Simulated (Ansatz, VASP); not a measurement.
**Two plane-wave programs on Si**

```xyz
6
Lattice="2.7155 -2.7155 0.0000 2.7155 0.0000 -2.7155 8.1464 4.0732 4.0732" Properties=species:S:1:pos:R:3 pbc="T T T"
Si    6.5622    1.1313    1.1313
Si    3.8467   -1.5842    1.1313
Si    6.5622    3.8467    3.8467
Si    7.9199    2.4890    2.4890
Si    7.9199   -0.2265   -0.2265
Si    2.4890   -0.2265   -0.2265
```

Alike in both runs: task single point; functional r2SCAN; k mesh 8 × 8 × 3; occupations gaussian, width 0.05 eV; no spin polarisation.

```csv
,VASP,Ansatz
version,VASP 6.6.1,Ansatz 0.2.0
potentials or method,"VASP PAW PBE potentials, release 64 (Si), cutoff 520 eV","scalar-relativistic, plane waves, PAW"
valence electrons in the cell,24,24
```

```csv
,VASP,Ansatz,Ansatz less VASP
gap on the k mesh at the Fermi level (eV),none,none,-
pressure (GPa),-1.3,-1.1,+0.20
"traceless stress, the component that is largest in VASP (GPa)",3.04,3.03,-0.011
rms of the force components (eV/Å),0.175,0.180,+0.0051
```

VASP's potentials were made for PBE, not for r2SCAN. Atom by atom the forces differ by 0.007 eV/Å (rms over components). A gap of «none» marks a metal or a gap that the smearing closes.
